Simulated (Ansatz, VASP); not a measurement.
## One calculation of SiO2, two programs

Contents of POSCAR:

```
SiO2
1.0
   -2.8058995024      2.8087755226      2.3452081679
    2.8058995024     -2.8087755226      2.3452081679
    2.8058995024      2.8087755226     -2.3452081679
Si O
2 4
Direct
    0.2500000000      0.2500000000      0.0000000000
    0.7500000000      0.7500000000      0.0000000000
    0.1473070228      0.8524439467      0.9997509695
    0.6473070228      0.6475560533      0.2948630761
    0.3526929772      0.3524439467      0.7051369239
    0.8526929772      0.1475560533      0.0002490305
```

The input INCAR.step1:

```
PREC     = Accurate       # precision mode
ENCUT    = 660            # plane-wave cutoff, eV
ISMEAR   = 0              # smearing method
SIGMA    = 0.01           # smearing width, eV
LREAL    = False          # projectors in reciprocal space
LASPH    = True           # aspherical terms in the spheres
NELM     = 120            # most SCF steps
NBANDS   = 25             # bands
GGA      = PE             # functional
ALGO     = Normal         # electronic algorithm
EDIFF    = 1E-5           # SCF threshold, eV
LWAVE    = True           # write WAVECAR
LCHARG   = False          # write CHGCAR
GGA_COMPAT= False
```

File INCAR.step2:

```
PREC     = Accurate       # precision mode
ENCUT    = 660            # plane-wave cutoff, eV
EDIFF    = 1E-6           # SCF threshold, eV
ISMEAR   = 0              # smearing method
SIGMA    = 0.01           # smearing width, eV
LREAL    = False          # projectors in reciprocal space
LASPH    = True           # aspherical terms in the spheres
NELM     = 120            # most SCF steps
ALGO     = Normal         # electronic algorithm
ISIF     = 2              # what is computed and relaxed
LWAVE    = False          # write WAVECAR
LCHARG   = True           # write CHGCAR
METAGGA  = R2SCAN         # meta-GGA
LMIXTAU  = True         
LELF     = True           # ELF
LVHAR    = True         
NBANDS   = 25             # bands
ISTART   = 1            
GGA_COMPAT= False
```

Contents of KPOINTS:

```
Automatic mesh
0
Gamma
  8 8 8
```

Input for Ansatz:

```yaml
crystal:
  lattice:
    - [-2.8058995024, 2.8087755226, 2.3452081679]
    - [2.8058995024, -2.8087755226, 2.3452081679]
    - [2.8058995024, 2.8087755226, -2.3452081679]
  atoms:
    - { symbol: Si, position: [0.25, 0.25, 0.0] }
    - { symbol: Si, position: [0.75, 0.75, 0.0] }
    - { symbol: O, position: [0.1473070228, 0.8524439467, 0.9997509695] }
    - { symbol: O, position: [0.6473070228, 0.6475560533, 0.2948630761] }
    - { symbol: O, position: [0.3526929772, 0.3524439467, 0.7051369239] }
    - { symbol: O, position: [0.8526929772, 0.1475560533, 0.0002490305] }
kpoints:
  mp_grid: { grid: [8, 8, 8] }
  band_path:
    path:
      - [0.0, 0.0, 0.0]
      - [0.5, -0.5, 0.5]
      - [0.4242885037, 0.4242885037, -0.4242885037]
      - [0.5757114963, -0.4242885037, 0.4242885037]
      - [0.0, 0.5, 0.0]
      - [0.25, 0.25, 0.25]
      - [0.5, 0.0, 0.0]
    npoints: 1
hamiltonian:
  xc: r2scan
scf:
  occupations: { method: fixed }
  n_extra_bands: 5
output:
  forces: true
  stress: true
  eigenvalues: true
  write_density: true
  write_potential: true
  elf: true
  volumetric_format: npy
```

Alike in both runs: task single point; functional r2SCAN; k mesh 8 × 8 × 8; no spin polarisation.

|  | VASP | Ansatz |
| --- | --- | --- |
| version | VASP 6.6.1 | Ansatz 0.2.0 |
| potentials or method | VASP PAW PBE potentials, release 64 (Si, O) | plane waves, PAW |
| plane-wave cutoff (eV) | 660 | 500 |
| occupations | gaussian, width 0.01 eV | fixed |
| valence electrons in the cell | 32 | 32 |

Ansatz gave:

| Property | Result |
| --- | --- |
| gap on the k mesh at the Fermi level (eV) | 5.71 |
| pressure (GPa) | 0.8 |
| traceless stress, the component that is largest in VASP (GPa) | -0.28 |
| rms of the force components (eV/Å) | 0.026 |

Q: Which values does VASP return?

A: gap on the k mesh at the Fermi level (eV): 5.71; pressure (GPa): 1.0; traceless stress, the component that is largest in VASP (GPa): 0.60; rms of the force components (eV/Å): 0.011.

VASP's potentials were made for PBE, not for r2SCAN. Atom by atom the forces differ by 0.037 eV/Å (rms over components).
